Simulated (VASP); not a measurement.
Runs of VASP 6.6.1 on Ti. The structure is that of space group Fm-3m (No. 225), or close to it. The cells are those of the table. This isn't the form of Ti at room conditions, which is hcp.

```csv
task,spin,cell,k mesh,cutoff (eV),smearing,gap on the mesh (eV),pressure (GPa),moment (μB)
relaxation of cell and atoms,collinear,"relaxed from a = 2.923 Å, angles 60.0°, 1 atom",13 × 13 × 13,600,fermi-dirac 0.05 eV,none,-0.1,0.00
single point,off,"a = 2.984 Å, angles 60.0°, 1 atom",15 × 15 × 15,520,fermi-dirac 0.1 eV,none,(a),-
single point,off,"a = 2.908 Å, angles 60.0°, 1 atom",22 × 22 × 22,520,fermi-dirac 0.1 eV,none,0.4,-
single point,collinear,"a = 2.944 Å, angles 60.0°, 1 atom",22 × 22 × 22,520,fermi-dirac 0.05 eV,none,-3.6,0.00
single point,"non-collinear, zero start, SOC","a = 2.908 Å, angles 60.0°, 1 atom",13 × 13 × 13,520,fermi-dirac 0.1 eV,-,0.4,0.00
```

Alike in all rows: level r2SCAN; potentials or basis VASP PAW PBE potentials, release 64 (Ti_sv).

**Question.** Fill in the values left out.

**Answer.** (a) -7.2.

Caveats: the PAW data sets were made with another functional, which shifts forces and pressure a little; the cell stands under tension (at least some runs).

A gap of «none» marks levels without a gap at the run's occupations.
